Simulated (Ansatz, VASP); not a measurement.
# One calculation of AlN, two programs

Contents of INCAR:

```
PREC = Accurate
ENCUT = 520
EDIFF = 1E-6
ISMEAR = 0
SIGMA = 0.01
LREAL = F
LASPH = T
NELM = 100
ALGO = Normal
ISIF = 2
LWAVE = F
LCHARG = F
GGA = PE
NBANDS = 11
```

Contents of KPOINTS:

```
Automatic mesh
0
Gamma
  6 6 6
```

The input POSCAR:

```
AlN
1.0
    0.0072838612      2.2129977909      2.2129649013
    2.1597741636     -0.0140334315      2.2341668853
    2.1596002268      2.2342615475     -0.0141021132
Al N
1 1
Direct
   -0.0062183370     -0.0106101213      0.0008949445
    0.7517610446      0.7282450473      0.7400843759
```

Input for Ansatz:

```yaml
crystal:
  lattice:
    - [0.007283861192049643, 2.212997790937249, 2.2129649012531125]
    - [2.159774163637386, -0.014033431497506008, 2.2341668852963736]
    - [2.1596002267915417, 2.234261547496329, -0.014102113234876996]
  atoms:
    - { symbol: Al, position: [-0.00621833698656459, -0.010610121286308729, 0.0008949445134128623] }
    - { symbol: "N", position: [0.7517610446262593, 0.7282450472620197, 0.7400843758845761] }
basis:
  ecutwfc: 450.0
kpoints:
  mp_grid:
    grid: [6, 6, 6]
hamiltonian:
  xc: pbe
scf:
  occupations:
    method: fixed
output:
  forces: true
  stress: true
```

Alike in both runs: task single point; functional PBE; k mesh 6 × 6 × 6; no spin polarisation.

|  | VASP | Ansatz |
| --- | --- | --- |
| version | VASP 6.6.1 | Ansatz 0.2.0 |
| potentials or method | VASP PAW PBE potentials, release 64 (Al, N), cutoff 520 eV | plane waves, PAW |
| occupations | gaussian, width 0.01 eV | fixed |
| valence electrons in the cell | 8 | 8 |

|  | VASP | Ansatz | Ansatz less VASP |
| --- | --- | --- | --- |
| pressure (GPa) | -1.3 | -1.1 | +0.28 |
| traceless stress, the component that is largest in VASP (GPa) | 2.47 | 2.45 | -0.020 |
| rms of the force components (eV/Å) | 0.293 | 0.292 | -0.0008 |

Atom by atom the forces differ by 0.001 eV/Å (rms over components).
